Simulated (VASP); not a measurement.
A run of VASP 6.6.1 is set up as follows.

INCAR

```
SYSTEM = Zn7O8
  PREC = Accurate
  ENCUT = 520
  EDIFF = 1E-6
  ISMEAR = 0
  SIGMA = 0.02
  LREAL = Auto
  LASPH = .TRUE.
  NELM = 80
  ALGO = Normal
  ISIF = 2
  LWAVE = .FALSE.
  LCHARG = .FALSE.
  GGA = PE
  NBANDS = 79
```

The input KPOINTS:

```
Automatic mesh
0
G
  2 2 2
  0 0 0
```

The input POSCAR:

```
Zn7O8
1.0
   -3.2494000000     -5.6281260000      0.0000000000
    4.8741000000     -2.8140630000      0.0000000000
    0.0000000000      0.0000000000      5.2038000000
Zn O
7 8
Direct
    0.4983550906      0.3365513698     -0.0044227295
    0.2889257996      0.8076152507      0.0554202698
    0.2529449221      0.1732857820      0.5047878473
    0.0009541138      0.3312431623     -0.0023033168
   -0.0083864662      0.6675355485      0.5103714593
    0.7514963142      0.8308506439      0.0017546793
    0.7434925678      0.1666594345      0.4953003574
    0.4983136374      0.3106799888      0.3668242438
    0.5105687685      0.6622757342      0.8857486837
    0.2267968392      0.8472492664      0.4019189823
    0.2506246594      0.1643072092      0.8843671932
   -0.0020047567      0.3379224357      0.3821130712
    0.0026190679      0.6656039883      0.8880139513
    0.7664237055      0.8461597400      0.3715896076
    0.7495934369      0.1657097544      0.8766176640
```

Potentials or basis: VASP PAW PBE potentials, release 64 (Zn, O).

Command:

```sh
$ cat potpaw_PBE.64/Zn/POTCAR potpaw_PBE.64/O/POTCAR > POTCAR
$ mpirun -np 1 vasp_std > vasp.out
```

Predict the band gap on the k mesh.

zero (band 66 reaches 0.40 eV, above the bottom of band 67 at -0.04 eV).

What does it give for the pressure?

3.1 GPa.

Forces on the atoms (eV/Å):
```
Zn  -0.018 -0.100  0.024
Zn   0.846  0.482 -0.995
Zn  -0.017  0.053  0.092
Zn  -0.084  0.032  0.104
Zn   0.029 -0.060  0.084
Zn  -0.060 -0.002  0.009
Zn   0.012 -0.008 -0.017
O    0.017  0.014  0.030
O    0.013 -0.011  0.158
O   -0.122 -0.064 -0.094
O   -0.371  0.153  0.237
O   -0.003  0.012  0.117
O   -0.161 -0.440  0.237
O   -0.012  0.000  0.025
O   -0.070 -0.061 -0.010
```

Caveat: the k points lie up to 0.60 Å⁻¹ apart.
